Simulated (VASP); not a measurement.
# MnFe2N2 (P-3m1) in VASP: notebook

Runs on MnFe2N2. Level: PBE. Tasks: single point.

Program: VASP 6.6.1. These are calculated values, not measurements. Logs are shortened: lines on timing, memory, paths and dates and some standing lists are left out, and cuts for length are marked.

## 1. The cell of the first run

The structure is trigonal, space group P-3m1 (No. 164). Conventional cell: a = 2.894 Å, b = 2.894 Å, c = 6.294 Å, α = 90.00°, β = 90.00°, γ = 120.00°. Within 2.5 Å of Fe (site symmetry 3m) lie 3 N at 1.85 Å. Mn (site symmetry -3m) has 6 N at 2.12 Å and 6 Fe at 2.68 Å and 6 Mn at 2.89 Å within 2.9 Å. Within 2.5 Å of N (site symmetry 3m) lie 3 Fe at 1.85 Å and 3 Mn at 2.12 Å.

## 2. Single point, PBE, collinear spin, ferromagnetic start

INCAR

```
SYSTEM = MnFe2N2
  PREC = Accurate
  ENCUT = 520
  EDIFF = 1E-7
  ISMEAR = -1
  SIGMA = 0.05
  LREAL = .FALSE.
  LASPH = .TRUE.
  NELM = 150
  ALGO = Normal
  ISIF = 2
  LWAVE = .FALSE.
  LCHARG = .TRUE.
  ISPIN = 2
  MAGMOM = 3 3 4 0 0
  LORBIT = 11
  LMAXMIX = 4
  GGA = PE
  LELF = .TRUE.
  LVHAR = .TRUE.
  NBANDS = 32
```

KPOINTS

```
Automatic mesh
0
G
  11 11 4
  0 0 0
```

POSCAR

```
MnFe2N2
1.0
    2.8941413859      0.0000000000      0.0000000000
   -1.4470706929      2.5063999623      0.0000000000
    0.0000000000      0.0000000000      6.2943681112
Fe Mn N
2 1 2
Direct
    0.3333333333      0.6666666667      0.8328020000
    0.6666666667      0.3333333333      0.1671980000
    0.0000000000      0.0000000000      0.5000000000
    0.3333333333      0.6666666667      0.2931870000
    0.6666666667      0.3333333333      0.7068130000
```

Potentials or basis: VASP PAW PBE potentials, release 64 (Fe, Mn_pv, N).

Run with:

```
> cat potpaw_PBE.64/Fe/POTCAR potpaw_PBE.64/Mn_pv/POTCAR potpaw_PBE.64/N/POTCAR > POTCAR
> mpirun -np 1 vasp_std > vasp.out
```

OUTCAR:

```text
SYSTEM = MnFe2N2
   PREC = Accurate
   ENCUT = 520
   EDIFF = 1E-7
   ISMEAR = -1
   LREAL = .FALSE.
   LASPH = .TRUE.
   NELM = 150
   ISIF = 2
   ISPIN = 2
   LORBIT = 11
   GGA = PE

 ion  position               nearest neighbor table
   1  0.333  0.667  0.833-   5 1.85   5 1.85   5 1.85   3 2.68   3 2.68   3 2.68   2 2.69   2 2.69
                             2 2.69
   2  0.667  0.333  0.167-   4 1.85   4 1.85   4 1.85   3 2.68   3 2.68   3 2.68   1 2.69   1 2.69
                             1 2.69
   3  0.000  0.000  0.500-   4 2.12   5 2.12   4 2.12   5 2.12   5 2.12   4 2.12   1 2.68   2 2.68
                             1 2.68   2 2.68   1 2.68   2 2.68
   4  0.333  0.667  0.293-   2 1.85   2 1.85   2 1.85   3 2.12   3 2.12   3 2.12
   5  0.667  0.333  0.707-   1 1.85   1 1.85   1 1.85   3 2.12   3 2.12   3 2.12

  LATTYP: Found a hexagonal cell.
 ALAT       =     2.8941413859
 C/A-ratio  =     2.1748654512

  Lattice vectors:

 A1 = (   2.8941413859,   0.0000000000,   0.0000000000)
 A2 = (  -1.4470706929,   2.5063999623,   0.0000000000)
 A3 = (   0.0000000000,   0.0000000000,   6.2943681112)

Analysis of symmetry for initial positions (statically):
=====================================================================
 Subroutine PRICEL returns:
 Original cell was already a primitive cell.

 Routine SETGRP: Setting up the symmetry group for a
 hexagonal supercell.

 Subroutine GETGRP returns: Found 12 space group operations
 (whereof 12 operations were pure point group operations)
 out of a pool of 24 trial point group operations.

The static configuration has the point symmetry D_3d.

Analysis of symmetry for dynamics (positions and initial velocities):
=====================================================================
 Subroutine PRICEL returns:
 Original cell was already a primitive cell.

 Routine SETGRP: Setting up the symmetry group for a
 hexagonal supercell.

 Subroutine GETGRP returns: Found 12 space group operations
 (whereof 12 operations were pure point group operations)
 out of a pool of 24 trial point group operations.

The dynamic configuration has the point symmetry D_3d.

Analysis of structural, dynamic, and magnetic symmetry:
=====================================================================
 Subroutine PRICEL returns:
 Original cell was already a primitive cell.

 Routine SETGRP: Setting up the symmetry group for a
 hexagonal supercell.

 Subroutine GETGRP returns: Found 12 space group operations
 (whereof 12 operations were pure point group operations)
 out of a pool of 24 trial point group operations.

The overall configuration has the point symmetry D_3d.

 Subroutine INISYM returns: Found 12 space group operations
 (whereof 12 operations are pure point group operations),
 and found     1 'primitive' translations

----------------------------------------------------------------------------------------

                                     Primitive cell

  volume of cell :      45.6586

  direct lattice vectors                    reciprocal lattice vectors
     2.894141386  0.000000000  0.000000000     0.345525621  0.199489310  0.000000000
    -1.447070693  2.506399962  0.000000000     0.000000000  0.398978621  0.000000000
     0.000000000  0.000000000  6.294368111     0.000000000  0.000000000  0.158872183

  length of vectors
     2.894141386  2.894141386  6.294368111     0.398978621  0.398978621  0.158872183

  position of ions in fractional coordinates (direct lattice)
     0.333333333  0.666666667  0.832802000
     0.666666667  0.333333333  0.167198000
     0.000000000  0.000000000  0.500000000
     0.333333333  0.666666667  0.293187000
     0.666666667  0.333333333  0.706813000

  ion indices of the primitive-cell ions
   primitive index   ion index
                 1           1
                 2           2
                 3           3
                 4           4
                 5           5

----------------------------------------------------------------------------------------

 KPOINTS: Automatic mesh

[... 27 lines left out ...]
  0.272727  0.000000  0.000000      6.000000
  0.363636  0.000000  0.000000      6.000000
  0.454545  0.000000  0.000000      6.000000
[... 16 lines left out ...]
  0.000000  0.272727  0.250000      6.000000
  0.363636  0.000000  0.250000      6.000000
 [... further k-points ...]
   k-points           NKPTS =     58   k-points in BZ     NKDIM =     58   number of bands    NBANDS=     32
   number of dos      NEDOS =    301   number of ions     NIONS =      5
   total plane-waves  NPLWV =  27648
   dimension x,y,z NGX =    24 NGY =   24 NGZ =   48
   dimension x,y,z NGXF=    48 NGYF=   48 NGZF=   96
   ions per type =               2   1   2
   NGX,Y,Z   is equivalent  to a cutoff of  13.79, 13.79, 12.68 a.u.
   NGXF,Y,Z  is equivalent  to a cutoff of  27.57, 27.57, 25.36 a.u.
 SYSTEM =  MnFe2N2
   PREC   = accura    normal or accurate (medium, high low for compatibility)
   ISTART =      0    job   : 0-new  1-cont  2-samecut
   ICHARG =      2    charge: 1-file 2-atom 10-const
   ISPIN  =      2    spin polarized calculation?
   LNONCOLLINEAR =      F non collinear calculations
   LSORBIT =      F    spin-orbit coupling
   LASPH  =      T    aspherical Exc in radial PAW
   ENCUT  =  520.0 eV  38.22 Ry    6.18 a.u.   5.38  5.38 11.70*2*pi/ulx,y,z
   NELM   =    150;   NELMIN=  2; NELMDL= -5     # of ELM steps
   EDIFF  = 0.1E-06   stopping-criterion for ELM
   LREAL  =      F    real-space projection
   EDIFFG = 0.1E-05   stopping-criterion for IOM
   NSW    =      0    number of steps for IOM
   IBRION =     -1    ionic relax: 0-MD 1-quasi-New 2-CG
   NFREE  =      0    steps in history (QN), initial steepest desc. (CG)
   ISIF   =      2    stress and relaxation
   ISYM   =      2    0-nonsym 1-usesym 2-fastsym
   POTIM  = 0.5000    time-step for ionic-motion
   TEBEG  =    0.0;   TEEND  =   0.0 temperature during run
   PSTRESS=    0.0 pullay stress
   NELECT =      39.0000    total number of electrons
   NUPDOWN=      -1.0000    fix difference up-down
   EMIN   =  10.00;   EMAX   =-10.00  energy-range for DOS
   EFERMI =   0.00;   METHOD = LEGACY
   ISMEAR =    -1;   SIGMA  =   0.05  broadening in eV -4-tet -1-fermi 0-gaus
   EFERMI_NEDOS =   21; number of points for ismear=-14 and -15
   IALGO  =     38    algorithm
   IMIX   =      4    mixing-type and parameters
     AMIX     =   0.40;   BMIX     =  1.00
     AMIX_MAG =   1.60;   BMIX_MAG =  1.00
  volume/ion in A,a.u.               =       9.13        61.62
  Fermi-wavevector in a.u.,A,eV,Ry     =   1.553301  2.935313 32.827374  2.412744
  Thomas-Fermi vector in A             =   2.657552
   LORBIT       =     11    0 simple, 1 ext, 2 COOP (PROOUT), +10 PAW based schemes
   GGA     = PE    functional components
   LHFCALC =     F    Hartree Fock is set to
   AEXX    =    0.0000 exact exchange contribution
   IVDW    =     0    specifies the selected vdW correction
   LEPSILON=     F    determine dielectric tensor
   LRPA    =     F    only Hartree local field effects (RPA)
 spin polarized calculation
  energy-cutoff  :      520.00
  volume of cell :       45.66
 maximum number of plane-waves:      1259
 NGX is ok and might be reduce to    24
   NGX = 11   NGY = 11   NGZ = 23

 number of electron      39.0000000 magnetization      10.0000000

 number of electron      39.0000008 magnetization       2.7623929

 Free energy of the ion-electron system (eV)
  ---------------------------------------------------
  ext. energy  EPLUGINS =         0.00000000
  ---------------------------------------------------
  free energy    TOTEN  =       -42.08029975 eV

  energy without entropy =      -42.05248117  energy(sigma->0) =      -42.06639046

 E-fermi :   8.3616     XC(G=0): -13.2516

 val. band max:        8.3478865221   @ k =   0.2727   0.1818   0.5000
 cond. band min:       8.3621333107   @ k =   0.2727   0.0000   0.0000
 fundamental gap:      0.0142467886
 Fermi energy:         8.3615883828

 spin component 1

 k-point     1 :       0.0000    0.0000    0.0000
  band No.  band energies     occupation
      1     -41.7396      1.00000
      2     -41.5623      1.00000
      3     -41.5623      1.00000
      4      -9.6105      1.00000
      5      -8.5088      1.00000
      6      -0.5326      1.00000
[... 805 lines left out ...]
     30      18.5957      0.00000
     31      19.8291      0.00000

 [... further k-points ...]

 spin component 2

 k-point     1 :       0.0000    0.0000    0.0000
  band No.  band energies     occupation
      1     -38.8390      1.00000
      2     -38.7749      1.00000
      3     -38.7749      1.00000
      4      -9.6070      1.00000
      5      -8.5293      1.00000
      6      -0.3809      1.00000
[... 805 lines left out ...]
     30      19.0825      0.00000
     31      20.0883      0.00000

 [... further k-points ...]

 [bands above 31 left out]

------------------------ aborting loop because EDIFF is reached ----------------------------------------

  FORCE on cell =-STRESS in cart. coord.  units (eV):
  Direction    XX          YY          ZZ          XY          YZ          ZX
  --------------------------------------------------------------------------------------
  -------------------------------------------------------------------------------------
  Total        0.1151086      0.1151086     -0.2059966      0.0000000      0.0000000     -0.0000000
  in kB        4.0392071      4.0392071     -7.2285047      0.0000000      0.0000000     -0.0000000
  external PRESSURE =       0.2833031 kB  Pullay stress =       0.0000000 kB

 VOLUME and BASIS-vectors are now :
 -----------------------------------------------------------------------------
  energy-cutoff  :      520.00
  volume of cell :       45.66
      direct lattice vectors                 reciprocal lattice vectors
     2.894141386  0.000000000  0.000000000     0.345525621  0.199489310  0.000000000
    -1.447070693  2.506399962  0.000000000     0.000000000  0.398978621  0.000000000
     0.000000000  0.000000000  6.294368111     0.000000000  0.000000000  0.158872183

 POSITION                                       TOTAL-FORCE (eV/Angst)
 -----------------------------------------------------------------------------------
     -0.00000      1.67093      5.24196         0.000000      0.000000      0.076124
      1.44707      0.83547      1.05241         0.000000      0.000000     -0.076124
      0.00000      0.00000      3.14718         0.000000      0.000000      0.000000
     -0.00000      1.67093      1.84543        -0.000000      0.000000      0.133450
      1.44707      0.83547      4.44894        -0.000000      0.000000     -0.133450
 -----------------------------------------------------------------------------------
    total drift:                                0.000000     -0.000000      0.000000

  FREE ENERGIE OF THE ION-ELECTRON SYSTEM (eV)
  ---------------------------------------------------
  free  energy   TOTEN  =       -42.0802997464 eV

  energy  without entropy=      -42.0524811661  energy(sigma->0) =      -42.06639046

 total charge

# of ion       s       p       d       tot
------------------------------------------
    1        0.442   0.638   6.542   7.622
    2        0.442   0.638   6.542   7.622
    3        0.250   6.301   5.184  11.735
    4        1.247   2.465   0.000   3.712
    5        1.247   2.465   0.000   3.712
--------------------------------------------------
tot          3.628  12.506  18.268  34.402

 magnetization (x)

# of ion       s       p       d       tot
------------------------------------------
    1        0.000  -0.009   0.115   0.106
    2        0.000  -0.009   0.115   0.106
    3        0.012   0.016   2.578   2.605
    4        0.001  -0.030   0.000  -0.029
    5        0.001  -0.030   0.000  -0.029
--------------------------------------------------
tot          0.014  -0.062   2.807   2.759
```

Run time: 6.3 min. Hardware: 1 thread of AMD EPYC 7R43 (Zen 3), shared host; peak memory 0.24 GiB.

Results:

- Free energy: -42.0803 eV
- Pressure: 0.0 GPa
- Largest force: 0.133 eV/Å
- Net moment: 2.76 μB per cell
- Site moments: Fe +0.11; Mn +2.60; N -0.03 μB
- Valence electrons inside the program's atomic spheres: Fe 7.62; Mn 11.73; N 3.71

Forces on the atoms (eV/Å):
```
Fe   0.000  0.000  0.076
Fe   0.000  0.000 -0.076
Mn   0.000  0.000  0.000
N    0.000  0.000  0.133
N    0.000  0.000 -0.133
```

Caveat: only a ferromagnetic start was run, and an antiferromagnetic order may lie lower in energy. With open d or f shells a metallic result of PBE can be an artefact of self-interaction; +U or a hybrid may open a gap.

## 3. Single point, PBE, collinear spin, ferromagnetic start

INCAR

```
SYSTEM = MnFe2N2
ALGO = Normal
EDIFF = 1E-6
ENCUT = 520
GGA = PE
ISIF = 2
ISMEAR = 0
ISPIN = 2
LASPH = .True.
LCHARG = .False.
LMAXMIX = 4
LORBIT = 11
LREAL = .False.
LWAVE = .False.
MAGMOM = 3 3 4 0 0
NBANDS = 32
NELM = 150
PREC = Accurate
SIGMA = 0.1
```

KPOINTS

```
k-points
0
Gamma
  9 9 4
  0 0 0
```

POSCAR is that of step 2.

Potentials or basis: VASP PAW PBE potentials, release 64 (Fe, Mn_pv, N).

Run with:

```
> cat potpaw_PBE.64/Fe/POTCAR potpaw_PBE.64/Mn_pv/POTCAR potpaw_PBE.64/N/POTCAR > POTCAR
> mpirun -np 1 vasp_std > vasp.out
```

Run time: 2.8 min. Hardware: 1 thread of Intel Xeon Platinum 8488C (Sapphire Rapids), shared host; peak memory 0.25 GiB.

Results (log left out):

- Free energy: -42.0742 eV
- Pressure: -0.1 GPa
- Largest force: 0.148 eV/Å
- Net moment: 2.72 μB per cell
- Site moments: Fe +0.10; Mn +2.59; N -0.03 μB
- Valence electrons inside the program's atomic spheres: Fe 7.62; Mn 11.74; N 3.71

Forces in eV/Å, atoms in the order of the input:
```
Fe   0.000  0.000  0.081
Fe   0.000  0.000 -0.081
Mn   0.000  0.000  0.000
N    0.000  0.000  0.148
N    0.000  0.000 -0.148
```

Stress tensor (GPa, compression positive):
```
 0.26  0.00  0.00
 0.00  0.26  0.00
 0.00  0.00 -0.73
```

Levels at points of the mesh, in eV from the Fermi level:
Spin up:
```
           k point  band 17  band 18  band 19  band 20  band 21  band 22  band 23  band 24  band 25  band 26
(0.00, 0.00, 0.00)    -1.74    -1.14    -1.14    -0.82    -0.82     0.87     1.47     2.15     2.15     3.33
(0.00, 0.00, 0.50)    -1.89    -1.66    -1.66    -0.41    -0.41     0.87     2.14     2.46     2.46     3.13
```
Spin down:
| k point | band 14 | band 15 | band 16 | band 17 | band 18 | band 19 | band 20 | band 21 | band 22 | band 23 |
| --- | --- | --- | --- | --- | --- | --- | --- | --- | --- | --- |
| (0.00, 0.00, 0.00) | -1.83 | -0.69 | -0.60 | -0.60 | -0.42 | -0.42 | 0.57 | 0.57 | 0.77 | 1.79 |
| (0.00, 0.00, 0.50) | -1.45 | -1.27 | -1.27 | -0.98 | -0.56 | -0.56 | 0.83 | 0.83 | 1.32 | 2.05 |

Caveat: only a ferromagnetic start was run, and an antiferromagnetic order may lie lower in energy. With open d or f shells a metallic result of PBE can be an artefact of self-interaction; +U or a hybrid may open a gap.
